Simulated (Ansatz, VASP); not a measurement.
**Ba in VASP and in Ansatz**

The input INCAR:

```
SYSTEM = Ba
PREC = Accurate
ENCUT = 520
EDIFF = 1E-6
ISMEAR = -1
SIGMA = 0.1
LREAL = .False.
LASPH = .True.
NELM = 100
ALGO = Normal
ISIF = 2
LWAVE = .False.
LCHARG = .True.
GGA = RP
LELF = .True.
LVHAR = .True.
NBANDS = 11
```

The input KPOINTS:

```
regular mesh
0
Gamma
  14 14 14
  0 0 0
```

Contents of POSCAR:

```
Ba
1.0
   -2.5050121036      2.5050121036      2.5050121036
    2.5050121036     -2.5050121036      2.5050121036
    2.5050121036      2.5050121036     -2.5050121036
Ba
1
Direct
    0.0000000000      0.0000000000      0.0000000000
```

Input for Ansatz:

```yaml
crystal:
  lattice:
    - [-2.5050121036, 2.5050121036, 2.5050121036]
    - [2.5050121036, -2.5050121036, 2.5050121036]
    - [2.5050121036, 2.5050121036, -2.5050121036]
  atoms:
    - { symbol: Ba, position: [0.0, 0.0, 0.0] }
hamiltonian:
  xc: rpbe
  pseudopotentials:
    kind: paw
    azcp:
      Ba: "pseudopotentials/Ba.paw.azcp"
basis:
  ecutwfc: 420
  fft_grid_basis: typed
kpoints:
  mp_grid: { grid: [14, 14, 14], shift: [0, 0, 0] }
magnetization:
  spin_polarized: false
scf:
  occupations: { method: fermi_dirac, width: 0.1 }
output:
  stress: true
```

Alike in both runs: task single point; functional RPBE; k mesh 14 × 14 × 14; occupations fermi-dirac, width 0.1 eV; no spin polarisation.

|  | VASP | Ansatz |
| --- | --- | --- |
| version | VASP 6.6.1 | Ansatz 0.2.0 |
| potentials or method | VASP PAW PBE potentials, release 64 (Ba_sv), cutoff 520 eV | plane waves (420 eV) with PAW, scalar-relativistic |
| valence electrons in the cell | 10 | 10 |

|  | VASP | Ansatz | Ansatz less VASP |
| --- | --- | --- | --- |
| pressure (GPa) | 0.8 | 0.8 | -0.05 |

VASP's potentials were made for PBE, not for RPBE.

Neither program's run includes spin-orbit coupling.
